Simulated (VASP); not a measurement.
# NaCl (I4/mmm) in VASP: further runs, part 2 of 2

VASP 6.6.1.

## Step 4: Single point, LDA (film at in-plane strain -0.01)

File INCAR:

```
PREC = Accurate ; ENCUT = 520
EDIFF = 1E-6 ; ISMEAR = 0
SIGMA = 0.01 ; LREAL = F
LASPH = T ; NELM = 80
ALGO = Normal ; ISIF = 2
LWAVE = F ; LCHARG = F
NBANDS = 14
```

File KPOINTS:

```
Automatic mesh
0
Gamma
  8 8 8
```

File POSCAR:

```
NaCl
1.0
    2.7048722736      2.7048722736      0.0000000000
   -2.7048722736      2.7048722736      0.0000000000
    0.0000000000      2.7048722736      2.7423361702
Na Cl
1 1
Direct
    0.0000000000      0.0000000000      0.0000000000
    0.5000000000      0.5000000000      0.0000000000
```

Potentials or basis: VASP PAW LDA potentials, release 64 (Na_pv, Cl).

On the command line:

```sh
$ cat potpaw_LDA.64/Na_pv/POTCAR potpaw_LDA.64/Cl/POTCAR > POTCAR
$ mpirun -np 1 vasp_std > vasp.out
```

OUTCAR:

```text
PREC = Accurate
   ENCUT = 520
   EDIFF = 1E-6
   ISMEAR = 0
   LREAL = F
   LASPH = T
   NELM = 80
   ISIF = 2

 ion  position               nearest neighbor table
   1  0.000  0.000  0.000-   2 2.70   2 2.70   2 2.70   2 2.70
   2  0.500  0.500  0.000-   1 2.70   1 2.70   1 2.70   1 2.70

  LATTYP: Found a body centered tetragonal cell.
 ALAT       =     3.8252670538
 C/A-ratio  =     1.4338011603

  Lattice vectors:

 A1 = (   2.7048722736,   0.0000000000,  -2.7423361702)
 A2 = (  -2.7048722736,   0.0000000000,  -2.7423361702)
 A3 = (   0.0000000000,   2.7048722736,   2.7423361702)

Analysis of symmetry for initial positions (statically):
=====================================================================
 Subroutine PRICEL returns:
 Original cell was already a primitive cell.

 Routine SETGRP: Setting up the symmetry group for a
 body centered tetragonal supercell.

 Subroutine GETGRP returns: Found 16 space group operations
 (whereof 16 operations were pure point group operations)
 out of a pool of 16 trial point group operations.

The static configuration has the point symmetry D_4h.

Analysis of symmetry for dynamics (positions and initial velocities):
=====================================================================
 Subroutine PRICEL returns:
 Original cell was already a primitive cell.

 Routine SETGRP: Setting up the symmetry group for a
 body centered tetragonal supercell.

 Subroutine GETGRP returns: Found 16 space group operations
 (whereof 16 operations were pure point group operations)
 out of a pool of 16 trial point group operations.

The dynamic configuration has the point symmetry D_4h.

 Subroutine INISYM returns: Found 16 space group operations
 (whereof 16 operations are pure point group operations),
 and found     1 'primitive' translations

----------------------------------------------------------------------------------------

                                     Primitive cell

  volume of cell :      40.1277

  direct lattice vectors                    reciprocal lattice vectors
[... 118 lines left out ...]
 non-spin polarized calculation
 Gauss-broadening in eV      SIGMA  =   0.01
  energy-cutoff  :      520.00
  volume of cell :       40.13
 maximum number of plane-waves:      1098
   NGX = 15   NGY = 15   NGZ = 15

 number of electron      13.9999999 magnetization

 Free energy of the ion-electron system (eV)
  ---------------------------------------------------
  ext. energy  EPLUGINS =         0.00000000
  ---------------------------------------------------
  free energy    TOTEN  =        -7.38691938 eV

  energy without entropy =       -7.38691938  energy(sigma->0) =       -7.38691938

 E-fermi :  -0.1349     XC(G=0):  -9.2110

 val. band max:       -0.2417348006   @ k =   0.0000   0.0000   0.0000
 cond. band min:       4.9052001123   @ k =   0.0000   0.0000   0.0000
 fundamental gap:      5.1469349129
 Fermi energy:        -0.1348809446

 k-point     1 :       0.0000    0.0000    0.0000
  band No.  band energies     occupation
      1     -20.8540      2.00000
      2     -20.8540      2.00000
      3     -20.8538      2.00000
      4     -13.1173      2.00000
      5      -0.2502      2.00000
      6      -0.2502      2.00000
      7      -0.2417      2.00000
      8       4.9052      0.00000
      9      10.6191      0.00000
     10      10.7321      0.00000
     11      10.7321      0.00000
     12      12.9819      0.00000
     13      13.1663      0.00000
     14      14.6311      0.00000
[... 377 lines left out ...]
      1     -20.8876      2.00000
      2     -20.8611      2.00000
      3     -20.8552      2.00000
      4     -12.7773      2.00000
      5      -1.9119      2.00000
      6      -0.7512      2.00000
      7      -0.4595      2.00000
      8       7.0925      0.00000
      9       9.4650      0.00000
     10      10.6330      0.00000
     11      11.3756      0.00000
     12      12.6370      0.00000
     13      14.6181      0.00000
     14      16.5786      0.00000

 [... further k-points ...]

------------------------ aborting loop because EDIFF is reached ----------------------------------------

  FORCE on cell =-STRESS in cart. coord.  units (eV):
  Direction    XX          YY          ZZ          XY          YZ          ZX
  --------------------------------------------------------------------------------------
  -------------------------------------------------------------------------------------
  Total        0.2208473      0.2208473      0.0093798      0.0000000      0.0000000     -0.0000000
  in kB        8.8177658      8.8177658      0.3745070      0.0000000      0.0000000     -0.0000000
  external PRESSURE =       6.0033462 kB  Pullay stress =       0.0000000 kB

 VOLUME and BASIS-vectors are now :
 -----------------------------------------------------------------------------
  energy-cutoff  :      520.00
  volume of cell :       40.13
      direct lattice vectors                 reciprocal lattice vectors
     2.704872274  2.704872274  0.000000000     0.184851612  0.184851612 -0.182326297
    -2.704872274  2.704872274  0.000000000    -0.184851612  0.184851612 -0.182326297
     0.000000000  2.704872274  2.742336170     0.000000000  0.000000000  0.364652595

 POSITION                                       TOTAL-FORCE (eV/Angst)
 -----------------------------------------------------------------------------------
      0.00000      0.00000      0.00000         0.000000     -0.000000      0.000000
      0.00000      2.70487      0.00000         0.000000      0.000000      0.000000
 -----------------------------------------------------------------------------------
    total drift:                               -0.000000      0.000000     -0.000000

  FREE ENERGIE OF THE ION-ELECTRON SYSTEM (eV)
  ---------------------------------------------------
  free  energy   TOTEN  =        -7.3869193761 eV

  energy  without entropy=       -7.3869193761  energy(sigma->0) =       -7.38691938
```

OSZICAR:

```text
N       E                     dE             d eps       ncg     rms          rms(c)
DAV:   1     0.992473499714E+02    0.99247E+02   -0.71362E+03  1658   0.102E+03
DAV:   2    -0.330714413035E-01   -0.99280E+02   -0.91451E+02  1798   0.270E+02
DAV:   3    -0.746496134498E+01   -0.74319E+01   -0.73894E+01  2126   0.688E+01
DAV:   4    -0.757018592371E+01   -0.10522E+00   -0.10519E+00  1898   0.882E+00
DAV:   5    -0.757221336187E+01   -0.20274E-02   -0.20273E-02  2238   0.126E+00    0.211E+00
DAV:   6    -0.740813000121E+01    0.16408E+00   -0.24061E-01  1972   0.335E+00    0.154E+00
DAV:   7    -0.738863968666E+01    0.19490E-01   -0.52132E-02  2404   0.145E+00    0.100E+00
DAV:   8    -0.738705913947E+01    0.15805E-02   -0.46646E-03  1922   0.650E-01    0.312E-01
DAV:   9    -0.738692666445E+01    0.13248E-03   -0.20860E-04  2168   0.115E-01    0.140E-01
DAV:  10    -0.738692010662E+01    0.65578E-05   -0.89097E-05  2048   0.897E-02    0.728E-03
DAV:  11    -0.738691937614E+01    0.73048E-06   -0.42123E-06  2090   0.243E-02
   1 F= -.73869194E+01 E0= -.73869194E+01  d E =-.285438E-54
```

Run time: 51 s. Hardware: 1 thread of AMD EPYC 7R13, shared host; peak memory 0.12 GiB.

Results:

```
Free energy            : -7.3869 eV
Pressure               : 0.6 GPa
Band gap on the k mesh : 5.15 eV, direct
```

Levels at points of the mesh, in eV from the valence-band top:
```
           k point  band 4  band 5  band 6  band 7  band 8  band 9  band 10  band 11
(0.00, 0.00, 0.00)  -12.88   -0.01   -0.01    0.00    5.15   10.86    10.97    10.97
(0.50, 0.00, 0.00)  -12.38   -2.40   -0.36   -0.34    7.07   10.86    11.01    11.19
(0.50, 0.50, 0.00)  -12.32   -2.06   -0.78   -0.74    7.47    7.59    11.79    15.20
(0.00, 0.00, 0.50)  -12.34   -2.08   -0.72   -0.72    7.49    7.64    11.65    15.40
```

Caveat: the cell differs from its parent crystal (film at in-plane strain -0.01).

## Step 5: Single point, LDA (in-plane strain -0.01)

File INCAR:

```
PREC     = Accurate       # precision mode
ENCUT    = 520            # plane-wave cutoff, eV
EDIFF    = 1E-7           # SCF threshold, eV
ISMEAR   = 0              # smearing method
SIGMA    = 0.01           # smearing width, eV
LREAL    = F              # projectors in reciprocal space
LASPH    = T              # aspherical terms in the spheres
NELM     = 60             # most SCF steps
ALGO     = Normal         # electronic algorithm
ISIF     = 2              # what is computed and relaxed
LWAVE    = F              # write WAVECAR
LCHARG   = T              # write CHGCAR
GGA      = CA             # functional
LELF     = T              # ELF
LVHAR    = T            
NBANDS   = 14             # bands
```

File KPOINTS:

```
regular mesh
0
Gamma
  8 8 8
```

Changes to POSCAR since step 4:

```diff
@@ -4,3 +4,3 @@
    -2.7048722736      2.7048722736      0.0000000000
-    0.0000000000      2.7048722736      2.7423361702
+    0.0000000000      2.7048722736      2.7485873810
 Na Cl
```

On the command line:

```sh
$ cat potpaw_LDA.64/Na_pv/POTCAR potpaw_LDA.64/Cl/POTCAR > POTCAR
$ mpirun -np 1 vasp_std > vasp.out
```

It took 60 s on 1 thread of AMD EPYC 7R13, shared host; peak memory 0.12 GiB.

It converged, with:

| Property | Result |
| --- | --- |
| Free energy | -7.3869 eV |
| Pressure | 0.5 GPa |
| Band gap on the k mesh | 5.14 eV, direct |

Stress tensor (GPa, compression positive):
```
 0.81  0.00  0.00
 0.00  0.81  0.00
 0.00  0.00 -0.15
```

Levels at points of the mesh, in eV from the valence-band top:
```tsv
k point	band 3	band 4	band 5	band 6	band 7	band 8	band 9	band 10	band 11	band 12
(0.00, 0.00, 0.00)	-20.62	-12.87	-0.01	-0.01	0.00	5.14	10.85	10.98	10.98	13.20
(0.50, 0.00, 0.00)	-20.62	-12.38	-2.39	-0.36	-0.34	7.07	10.84	11.01	11.16	15.25
(0.50, 0.50, 0.00)	-20.63	-12.32	-2.05	-0.79	-0.73	7.47	7.59	11.78	15.15	15.40
(0.00, 0.00, 0.50)	-20.63	-12.34	-2.07	-0.72	-0.72	7.48	7.65	11.62	15.39	15.39
```

Caveat: the cell differs from its parent crystal (in-plane strain -0.01).

## Step 6: Overview

```tsv
cell	gap on the mesh (eV)	pressure (GPa)
a = 3.787, b = 3.787, c = 3.849 Å, angles 60.5, 60.5, 90.0°, 2 atoms	5.20	1.1
a = 3.825, b = 3.825, c = 3.852 Å, angles 60.2, 60.2, 90.0°, 2 atoms	5.15	0.6
a = 3.825, b = 3.825, c = 3.856 Å, angles 60.3, 60.3, 90.0°, 2 atoms	5.14	0.5
```

Alike in all rows: task single point; level LDA; potentials or basis VASP PAW LDA potentials, release 64 (Na_pv, Cl); no spin polarisation; k mesh 8 × 8 × 8; cutoff (eV) 520; smearing gaussian 0.01 eV.

Total energies depend on the potentials used, so only differences within one code and one set of settings carry meaning.
